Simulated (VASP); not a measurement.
# Sn (C2/c) in VASP: electric field gradients with PBE

Aim: the electric field gradients of Sn with PBE.

Everything below comes from runs of VASP 6.6.1. Logs are shortened: lines on timing, memory, paths and dates and some standing lists are left out, and cuts for length are marked.

## (1) The cell of the first run

The structure is monoclinic, space group C2/c (No. 15). Conventional cell: a = 3.182 Å, b = 8.124 Å, c = 4.415 Å, α = 90.00°, β = 108.69°, γ = 90.00°. Within 3.9 Å of Sn (site symmetry 2) lie 10 Sn at 3.00 to 3.82 Å.

## (2) Electric field gradients, PBE (equal xy, yz and zx shear strains of +3 %)

INCAR

```
PREC = Accurate
ENCUT = 520
EDIFF = 1E-8
ISMEAR = -1
SIGMA = 0.05
LREAL = False
LASPH = True
NELM = 60
ALGO = Normal
ISIF = 2
LWAVE = False
LCHARG = False
GGA = PE
LEFG = True
NBANDS = 21
KPAR = 4
```

KPOINTS

```
Automatic mesh
0
Gamma
  15 15 15
```

POSCAR

```
Sn
1.0
   -2.8482525000      2.8959720000      1.5906500000
    2.8959720000     -2.8482525000      1.5906500000
    2.9357280000      2.9357280000     -1.5031745000
Sn
2
Direct
    0.0000000000      0.0000000000      0.0000000000
    0.7500000000      0.2500000000      0.5000000000
```

Potentials or basis: VASP PAW PBE potentials, release 64 (Sn_d).

On the command line:

```console
cat potpaw_PBE.64/Sn_d/POTCAR > POTCAR
mpirun -np 4 vasp_std > vasp.out
```

OUTCAR:

```text
PREC = Accurate
   ENCUT = 520
   EDIFF = 1E-8
   ISMEAR = -1
   LREAL = False
   LASPH = True
   NELM = 60
   ISIF = 2
   GGA = PE

 ion  position               nearest neighbor table
   1  0.000  0.000  0.000-   2 3.00   2 3.00   2 3.05   2 3.05   2 3.71   2 3.71
   2  0.750  0.250  0.500-   1 3.00   1 3.00   1 3.05   1 3.05   1 3.71   1 3.71

  LATTYP: Found a base centered monoclinic cell.
 ALAT       =     3.1820157120
 B/A-ratio  =     2.5529604278
 C/A-ratio  =     1.3876385502
 COS(beta)  =    -0.3204140687

  Lattice vectors:

 A1 = (  -2.8482525000,   2.8959720000,   1.5906500000)
 A2 = (   2.8959720000,  -2.8482525000,   1.5906500000)
 A3 = (   2.9357280000,   2.9357280000,  -1.5031745000)

Analysis of symmetry for initial positions (statically):
=====================================================================
 Subroutine PRICEL returns:
 Original cell was already a primitive cell.

 Routine SETGRP: Setting up the symmetry group for a
 base centered monoclinic supercell.

 Subroutine GETGRP returns: Found  4 space group operations
 (whereof  2 operations were pure point group operations)
 out of a pool of  4 trial point group operations.

The static configuration has the point symmetry C_2 .
 The point group associated with its full space group is C_2h.

Analysis of symmetry for dynamics (positions and initial velocities):
=====================================================================
 Subroutine PRICEL returns:
 Original cell was already a primitive cell.

 Routine SETGRP: Setting up the symmetry group for a
 base centered monoclinic supercell.

 Subroutine GETGRP returns: Found  4 space group operations
 (whereof  2 operations were pure point group operations)
 out of a pool of  4 trial point group operations.

The dynamic configuration has the point symmetry C_2 .
 The point group associated with its full space group is C_2h.

 Subroutine INISYM returns: Found  4 space group operations
 (whereof  2 operations are pure point group operations),
 and found     1 'primitive' translations

----------------------------------------------------------------------------------------

                                     Primitive cell

  volume of cell :      54.0598

  direct lattice vectors                    reciprocal lattice vectors
    -2.848252500  2.895972000  1.590650000    -0.007182694  0.166905209  0.311941069
     2.895972000 -2.848252500  1.590650000     0.166905209 -0.007182694  0.311941069
     2.935728000  2.935728000 -1.503174500     0.169017382  0.169017382 -0.005070521

  length of vectors
     4.362265873  4.362265873  4.415487669     0.353858969  0.353858969  0.239080449

  position of ions in fractional coordinates (direct lattice)
     0.000000000  0.000000000  0.000000000
     0.750000000  0.250000000  0.500000000

  ion indices of the primitive-cell ions
   primitive index   ion index
                 1           1
                 2           2

----------------------------------------------------------------------------------------

 KPOINTS: Automatic mesh

Automatic generation of k-mesh.
 Grid dimensions read from file:
 generate k-points for:   15   15   15

 Generating k-lattice:

  Cartesian coordinates                     Fractional coordinates (reciprocal lattice)
    -0.000478846  0.011127014  0.020796071     0.066666667  0.000000000  0.000000000
     0.011127014 -0.000478846  0.020796071     0.000000000  0.066666667  0.000000000
     0.011267825  0.011267825 -0.000338035    -0.000000000 -0.000000000  0.066666667

  Length of vectors
     0.023590598  0.023590598  0.015938697

  Shift w.r.t. Gamma in fractional coordinates (k-lattice)
     0.000000000  0.000000000  0.000000000

 Subroutine IBZKPT returns following result:
 ===========================================

 Found    904 irreducible k-points:

 Following reciprocal coordinates:
            Coordinates               Weight
  0.000000  0.000000  0.000000      1.000000
  0.066667  0.000000  0.000000      4.000000
  0.133333 -0.000000  0.000000      4.000000
  0.200000  0.000000  0.000000      4.000000
  0.266667 -0.000000  0.000000      4.000000
  0.333333 -0.000000  0.000000      4.000000
[... 16 lines left out ...]
  0.133333  0.133333  0.000000      2.000000
  0.200000  0.133333  0.000000      4.000000
 [... further k-points ...]
   k-points           NKPTS =    904   k-points in BZ     NKDIM =    904   number of bands    NBANDS=     21
   number of dos      NEDOS =    301   number of ions     NIONS =      2
   total plane-waves  NPLWV =  36864
   dimension x,y,z NGX =    32 NGY =   32 NGZ =   36
   dimension x,y,z NGXF=    64 NGYF=   64 NGZF=   72
   ions per type =               2
   NGX,Y,Z   is equivalent  to a cutoff of  12.20, 12.20, 13.55 a.u.
   NGXF,Y,Z  is equivalent  to a cutoff of  24.39, 24.39, 27.11 a.u.
 SYSTEM =  unknown system
   PREC   = accura    normal or accurate (medium, high low for compatibility)
   ISTART =      0    job   : 0-new  1-cont  2-samecut
   ICHARG =      2    charge: 1-file 2-atom 10-const
   ISPIN  =      1    spin polarized calculation?
   LNONCOLLINEAR =      F non collinear calculations
   LSORBIT =      F    spin-orbit coupling
   LASPH  =      T    aspherical Exc in radial PAW
   ENCUT  =  520.0 eV  38.22 Ry    6.18 a.u.   8.11  8.11  8.21*2*pi/ulx,y,z
   NELM   =     60;   NELMIN=  2; NELMDL= -5     # of ELM steps
   EDIFF  = 0.1E-07   stopping-criterion for ELM
   LREAL  =      F    real-space projection
   EDIFFG = 0.1E-06   stopping-criterion for IOM
   NSW    =      0    number of steps for IOM
   IBRION =     -1    ionic relax: 0-MD 1-quasi-New 2-CG
   NFREE  =      0    steps in history (QN), initial steepest desc. (CG)
   ISIF   =      2    stress and relaxation
   ISYM   =      2    0-nonsym 1-usesym 2-fastsym
   POTIM  = 0.5000    time-step for ionic-motion
   TEBEG  =    0.0;   TEEND  =   0.0 temperature during run
   PSTRESS=    0.0 pullay stress
   NELECT =      28.0000    total number of electrons
   NUPDOWN=      -1.0000    fix difference up-down
   EMIN   =  10.00;   EMAX   =-10.00  energy-range for DOS
   EFERMI =   0.00;   METHOD = LEGACY
   ISMEAR =    -1;   SIGMA  =   0.05  broadening in eV -4-tet -1-fermi 0-gaus
   EFERMI_NEDOS =   21; number of points for ismear=-14 and -15
   IALGO  =     38    algorithm
   IMIX   =      4    mixing-type and parameters
     AMIX     =   0.40;   BMIX     =  1.00
     AMIX_MAG =   1.60;   BMIX_MAG =  1.00
  volume/ion in A,a.u.               =      27.03       182.41
  Fermi-wavevector in a.u.,A,eV,Ry     =   1.314728  2.484476 23.517807  1.728510
  Thomas-Fermi vector in A             =   2.444961
   LORBIT       =      0    0 simple, 1 ext, 2 COOP (PROOUT), +10 PAW based schemes
   GGA     = PE    functional components
   LHFCALC =     F    Hartree Fock is set to
   AEXX    =    0.0000 exact exchange contribution
   IVDW    =     0    specifies the selected vdW correction
   LEPSILON=     F    determine dielectric tensor
   LRPA    =     F    only Hartree local field effects (RPA)
 non-spin polarized calculation
  energy-cutoff  :      520.00
  volume of cell :       54.06
 maximum number of plane-waves:      1475
   NGX = 17   NGY = 17   NGZ = 17

 number of electron      28.0000003 magnetization

 Free energy of the ion-electron system (eV)
  ---------------------------------------------------
  ext. energy  EPLUGINS =         0.00000000
  ---------------------------------------------------
  free energy    TOTEN  =        -7.57944303 eV

  energy without entropy =       -7.57132208  energy(sigma->0) =       -7.57538256

 E-fermi :   8.0272     XC(G=0): -10.3244

 val. band max:        8.0264148243   @ k =  -0.3333   0.0000   0.2000
 cond. band min:       8.0290291354   @ k =  -0.0667   0.4667   0.2000
 fundamental gap:      0.0026143112
 Fermi energy:         8.0272219849

 k-point     1 :       0.0000    0.0000    0.0000
  band No.  band energies     occupation
      1     -13.6386      2.00000
      2     -13.5534      2.00000
      3     -13.5117      2.00000
      4     -13.4967      2.00000
      5     -13.3492      2.00000
      6     -13.3473      2.00000
[... 13 lines left out ...]
     20      17.9115      0.00000
     21      18.4913      0.00000
[... 529 lines left out ...]
 k-point    24 :       0.2000    0.1333    0.0000
  band No.  band energies     occupation
      1     -13.6004      2.00000
      2     -13.4683      2.00000
      3     -13.4576      2.00000
      4     -13.4119      2.00000
      5     -13.4060      2.00000
      6     -13.3937      2.00000
[... 13 lines left out ...]
     20      15.4392      0.00000
     21      16.3935      0.00000

 [... further k-points ...]

------------------------ aborting loop because EDIFF is reached ----------------------------------------

  FORCE on cell =-STRESS in cart. coord.  units (eV):
  Direction    XX          YY          ZZ          XY          YZ          ZX
  --------------------------------------------------------------------------------------
  -------------------------------------------------------------------------------------
  Total        1.0129286      1.0129286      0.6962857     -0.2283143     -0.2674883     -0.2674882
  in kB       30.0202797     30.0202797     20.6358999     -6.7665780     -7.9275817     -7.9275798
  external PRESSURE =      26.8921531 kB  Pullay stress =       0.0000000 kB

 VOLUME and BASIS-vectors are now :
 -----------------------------------------------------------------------------
  energy-cutoff  :      520.00
  volume of cell :       54.06
      direct lattice vectors                 reciprocal lattice vectors
    -2.848252500  2.895972000  1.590650000    -0.007182694  0.166905209  0.311941069
     2.895972000 -2.848252500  1.590650000     0.166905209 -0.007182694  0.311941069
     2.935728000  2.935728000 -1.503174500     0.169017382  0.169017382 -0.005070521

 POSITION                                       TOTAL-FORCE (eV/Angst)
 -----------------------------------------------------------------------------------
      0.00000      0.00000      0.00000        -0.065980      0.065980      0.000000
      0.05567      2.92778      0.83906         0.065980     -0.065980     -0.000000
 -----------------------------------------------------------------------------------
    total drift:                                0.000000     -0.000000      0.000000

  FREE ENERGIE OF THE ION-ELECTRON SYSTEM (eV)
  ---------------------------------------------------
  free  energy   TOTEN  =        -7.5794430308 eV

  energy  without entropy=       -7.5713220807  energy(sigma->0) =       -7.57538256

 Electric field gradients (V/A^2)
---------------------------------------------------------------------
 ion       V_xx      V_yy      V_zz      V_xy      V_xz      V_yz
---------------------------------------------------------------------
   1     -21.899   -21.899    43.798     0.588     5.798     5.798
   2     -21.899   -21.899    43.798     0.588     5.798     5.798
---------------------------------------------------------------------

 Electric field gradients after diagonalization (V/A^2)
 (convention: |V_zz| > |V_xx| > |V_yy|)
----------------------------------------------------------------------
 ion       V_xx      V_yy      V_zz     asymmetry (V_yy - V_xx)/ V_zz
----------------------------------------------------------------------
   1     -22.487   -22.327    44.815       0.004
   2     -22.487   -22.327    44.815       0.004
----------------------------------------------------------------------

           NMR quadrupolar parameters

 Cq : quadrupolar parameter    Cq=e*Q*V_zz/h
 eta: asymmetry parameters     (V_yy - V_xx)/ V_zz
 Q  : nuclear electric quadrupole moment in mb (millibarn)
----------------------------------------------------------------------
 ion       Cq(MHz)       eta       Q (mb)
----------------------------------------------------------------------
   1       0.108       0.004       1.000
   2       0.108       0.004       1.000
----------------------------------------------------------------------
```

Run time: 6 min. Hardware: 4 MPI ranks of Oxide Virtual Turin-like, shared host; peak memory 0.8 GiB.

Results:

| Property | Result |
| --- | --- |
| Free energy | -7.5794 eV |
| Pressure | 2.7 GPa |
| Largest force | 0.093 eV/Å |
| Band gap on the k mesh | zero (bands 14 and 15 overlap by 4.44 eV) |
| Largest electric field gradient by atom | Sn +44.8 V/Å² |

Forces in eV/Å, atoms in the order of the input:
```
Sn  -0.066  0.066  0.000
Sn   0.066 -0.066  0.000
```

Electric field gradients, principal values (V/Å²):
| atom | least | middle | greatest (by size) |
| --- | --- | --- | --- |
| 1 Sn | -22.327 | -22.487 | 44.815 |
| 2 Sn | -22.327 | -22.487 | 44.815 |

Caveat: the cell differs from its parent crystal (equal xy, yz and zx shear strains of +3 %); without QUAD_EFG the Cq values of the log hold for a quadrupole moment of 1 mb, not for the nuclei; spin-orbit coupling is left out, which moves the levels of the heavy elements.
